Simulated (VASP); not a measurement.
Input of a VASP 6.6.1 run:

The input INCAR:

```
PREC = Accurate ; ENCUT = 520
EDIFF = 1E-6 ; ISMEAR = 0
SIGMA = 0.05 ; LREAL = False
LASPH = True ; NELM = 60
ALGO = Normal ; ISIF = 2
LWAVE = False ; LCHARG = False
GGA = PE ; NBANDS = 18
```

File KPOINTS:

```
Automatic mesh
0
Gamma
  8 8 8
```

File POSCAR:

```
HfO2
1.0
    0.0000000000      2.4213654731      2.4850856172
    2.4213654731      0.0000000000      2.4850856172
    2.4213654731      2.4213654731      0.0000000000
Hf O
1 2
Direct
    0.0000000000      0.0000000000      0.0000000000
    0.2500000000      0.2500000000      0.2500000000
    0.7500000000      0.7500000000      0.7500000000
```

Potentials or basis: VASP PAW PBE potentials, release 64 (Hf_pv, O).

Launch:

```sh
$ cat potpaw_PBE.64/Hf_pv/POTCAR potpaw_PBE.64/O/POTCAR > POTCAR
$ mpirun -np 1 vasp_std > vasp.out
```

Problem. Predict the band gap on the k mesh.

Solution. 3.82 eV, indirect (least direct gap 3.96 eV).

Problem. Predict the pressure.

Solution. 36.3 GPa.

Stress tensor (GPa, compression positive):
```
41.00  0.00  0.00
 0.00 41.00  0.00
 0.00  0.00 26.97
```

Caveat: the cell differs from its parent crystal (strain -0.050 along x and y, -0.025 along z); spin-orbit coupling is left out, which moves the levels of the heavy elements. A k mesh can miss the band edges.
